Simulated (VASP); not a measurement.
Crystal: WC.

```
W C
1.0
     0.00000    2.20721    2.20721
     2.20721    0.00000    2.20721
     2.20721    2.20721    0.00000
W C
1 1
Direct
  0.00000 0.00000 0.00000
  0.50000 0.50000 0.50000
```

Base run:

```yaml
Program: VASP 6.6.1
Functional: r2SCAN
Potentials_or_basis: VASP PAW PBE potentials, release 64 (W_sv, C_h)
Cutoff: 910 eV
k_mesh: 10 × 10 × 10
Occupations: fermi-dirac, width 0.05 eV
Spin: no spin polarisation
```

Its results: band gap on the k mesh zero (band 9 reaches 13.48 eV, above the bottom of band 10 at 10.26 eV); pressure -10.8 GPa.

**Question.** After a change of settings the same cell gave: band gap on the k mesh zero (band 9 reaches 12.96 eV, above the bottom of band 10 at 9.89 eV); pressure -20.5 GPa. Which change was it?
A. functional from r2SCAN to PBEsol; potentials or basis from VASP PAW PBE potentials, release 64 (W_sv, C_h) to VASP PAW PBE potentials, release 64 (W_sv, C); cutoff from 910 eV to 520 eV
B. functional from r2SCAN to PBE; potentials or basis from VASP PAW PBE potentials, release 64 (W_sv, C_h) to VASP PAW PBE potentials, release 64 (W_sv, C); cutoff from 910 eV to 520 eV
C. functional from r2SCAN to LDA; potentials or basis from VASP PAW PBE potentials, release 64 (W_sv, C_h) to VASP PAW LDA potentials, release 64 (W_sv, C); cutoff from 910 eV to 520 eV
D. potentials or basis from VASP PAW PBE potentials, release 64 (W_sv, C_h) to VASP PAW PBE potentials, release 64 (W_sv, C); cutoff from 910 eV to 520 eV; further incar settings from ALGO = Normal; EDIFF = 1e-06; NBANDS = 16 to ALGO = Normal; EDIFF = 1e-07; NBANDS = 16

**Answer.** C.

Caveats: spin-orbit coupling is left out, which moves the levels of the heavy elements; the cutoff is under 1.25 times the usual one of these potentials, so pressure, stress and relaxed cells hold a basis-set (Pulay) error (some runs); the PAW data sets were made with another functional, which shifts forces and pressure a little (some runs).
